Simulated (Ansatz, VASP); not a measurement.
## One calculation of CuI, two programs

File INCAR:

```
SYSTEM = CuI
ALGO     = Normal         ! electronic algorithm
EDIFF    = 1E-8           ! SCF threshold, eV
ENCUT    = 520            ! plane-wave cutoff, eV
GGA      = PE             ! functional
ISIF     = 2              ! what is computed and relaxed
ISMEAR   = -1             ! smearing method
LASPH    = .True.         ! aspherical terms in the spheres
LCHARG   = .False.        ! write CHGCAR
LEFG     = .True.       
LREAL    = .False.        ! projectors in reciprocal space
LWAVE    = .False.        ! write WAVECAR
NBANDS   = 16             ! bands
NELM     = 60             ! most SCF steps
PREC     = Accurate       ! precision mode
SIGMA    = 0.05           ! smearing width, eV
```

File KPOINTS:

```
k-points
0
Gamma
  12 12 12
  0 0 0
```

Contents of POSCAR:

```
CuI
1.0
    0.0000000000      3.0991300350      3.0991300350
    3.0991300350      0.0000000000      3.0991300350
    3.0991300350      3.0991300350      0.0000000000
Cu I
1 1
Direct
    0.0000000000      0.0000000000      0.0000000000
    0.2500000000      0.2500000000      0.2500000000
```

Input for Ansatz:

```yaml
crystal:
  lattice:
    - [0.0, 3.099130035, 3.099130035]
    - [3.099130035, 0.0, 3.099130035]
    - [3.099130035, 3.099130035, 0.0]
  atoms:
    - { symbol: Cu, position: [0.0, 0.0, 0.0] }
    - { symbol: I, position: [0.25, 0.25, 0.25] }
kpoints:
  mp_grid: { grid: [12, 12, 12] }
scf:
  occupations: { method: fermi_dirac, width: 0.05 }
hamiltonian:
  xc: pbe
  pseudopotentials: { kind: all_electron, datasets: crystal }
output:
  forces: true
  stress: true
  eigenvalues: true
  efg: { contact_densities: true }
```

Change from the starting cell: volume scaled by 1.06, crystal datasets.

Alike in both runs: task electric field gradients; functional PBE; k mesh 12 × 12 × 12; occupations fermi-dirac, width 0.05 eV; no spin polarisation.

|  | VASP | Ansatz |
| --- | --- | --- |
| version | VASP 6.6.1 | Ansatz 0.2.0 |
| potentials or method | VASP PAW PBE potentials, release 64 (Cu, I), cutoff 520 eV | all-electron PAW with datasets made for the crystal, scalar-relativistic |

|  | VASP | Ansatz | Ansatz less VASP |
| --- | --- | --- | --- |
| pressure (GPa) | -1.9 | -1.9 | -0.02 |

Ansatz ran all-electron here, and VASP with PAW potentials.

Neither program's run includes spin-orbit coupling.
